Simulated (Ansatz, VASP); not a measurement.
# Two plane-wave programs on Si3S4I

INCAR

```
  PREC = Accurate
  ENCUT = 520
  EDIFF = 1E-7
  ISMEAR = -1
  SIGMA = 0.1
  LREAL = Auto
  LASPH = T
  NELM = 60
  ALGO = Normal
  ISIF = 2
  LWAVE = F
  LCHARG = F
  GGA = PE
  NBANDS = 57
```

File KPOINTS:

```
Automatic mesh
0
Gamma
  5 5 5
```

The input POSCAR:

```
Si3S4I
1.0
    7.1211590000      0.0000000000      0.0000000000
    0.0000000000      7.1211590000      0.0000000000
    0.0000000000      0.0000000000      7.2485660000
Si I S
6 2 8
Direct
    0.0000000000      0.5000000000      0.4281000000
    0.5000000000      0.0000000000      0.5719000000
    0.5000000000      0.0000000000      0.0719000000
    0.0000000000      0.5000000000      0.9281000000
    0.0000000000      0.0000000000      0.0000000000
    0.5000000000      0.5000000000      0.5000000000
    0.0000000000      0.0000000000      0.5000000000
    0.5000000000      0.5000000000      0.0000000000
    0.3140900000      0.3454700000      0.1660500000
    0.3454700000      0.6859100000      0.8339500000
    0.6859100000      0.6545300000      0.1660500000
    0.6545300000      0.3140900000      0.8339500000
    0.8140900000      0.1545300000      0.3339500000
    0.8454700000      0.8140900000      0.6660500000
    0.1859100000      0.8454700000      0.3339500000
    0.1545300000      0.1859100000      0.6660500000
```

Input for Ansatz:

```yaml
crystal:
  lattice:
    - [7.121159, 0.0, 0.0]
    - [0.0, 7.121159, 0.0]
    - [0.0, 0.0, 7.248566]
  atoms:
    - { symbol: Si, position: [0.0, 0.5, 0.4281] }
    - { symbol: Si, position: [0.5, 0.0, 0.5719] }
    - { symbol: Si, position: [0.5, 0.0, 0.0719] }
    - { symbol: Si, position: [0.0, 0.5, 0.9281] }
    - { symbol: Si, position: [0.0, 0.0, 0.0] }
    - { symbol: Si, position: [0.5, 0.5, 0.5] }
    - { symbol: I, position: [0.0, 0.0, 0.5] }
    - { symbol: I, position: [0.5, 0.5, 0.0] }
    - { symbol: S, position: [0.31409, 0.34547, 0.16605] }
    - { symbol: S, position: [0.34547, 0.68591, 0.83395] }
    - { symbol: S, position: [0.68591, 0.65453, 0.16605] }
    - { symbol: S, position: [0.65453, 0.31409, 0.83395] }
    - { symbol: S, position: [0.81409, 0.15453, 0.33395] }
    - { symbol: S, position: [0.84547, 0.81409, 0.66605] }
    - { symbol: S, position: [0.18591, 0.84547, 0.33395] }
    - { symbol: S, position: [0.15453, 0.18591, 0.66605] }
  symmetry: { tolerance: 0.0003 }
kpoints:
  mp_grid: { grid: [5, 5, 5], shift: [0, 0, 0] }
magnetization:
  spin_polarized: false
scf:
  occupations: { method: fermi_dirac }
  lower_state_search: "off"
  max_iter: 200
hamiltonian:
  pseudopotentials: { kind: paw }
  xc: pbe
basis:
  ecutwfc: 420
  fft_grid_basis: typed
output:
  forces: true
  stress: true
  eigenvalues: true
  bader: true
  populations: true
  elf: true
  write_potential: true
  volumetric_format: npy
  dos:
    e_range: [-12, 8]
    de: 0.05
    projected: { site_lists: { I: [I], S: [S], Si: [Si] } }
checkpoint:
  read: saved_state
```

Alike in both runs: task single point; functional PBE; k mesh 5 × 5 × 5; no spin polarisation.

```csv
,VASP,Ansatz
version,VASP 6.6.1,Ansatz 0.2.0
potentials or method,"VASP PAW PBE potentials, release 64 (Si, I, S), cutoff 520 eV",PAW plane waves
occupations,"fermi-dirac, width 0.1 eV",fermi-dirac
valence electrons in the cell,86,106
```

```tsv
	VASP	Ansatz	Ansatz less VASP
pressure (GPa)	14.2	14.6	+0.35
traceless stress, the component that is largest in VASP (GPa)	-0.09	-0.10	-0.011
rms of the force components (eV/Å)	2.912	2.978	+0.0659
```

Atom by atom the forces differ by 0.066 eV/Å (rms over components). VASP's potentials hold 86 valence electrons a cell and Ansatz's 106, so a difference there can come from the potentials and not from the codes.

Spin-orbit coupling is off throughout.
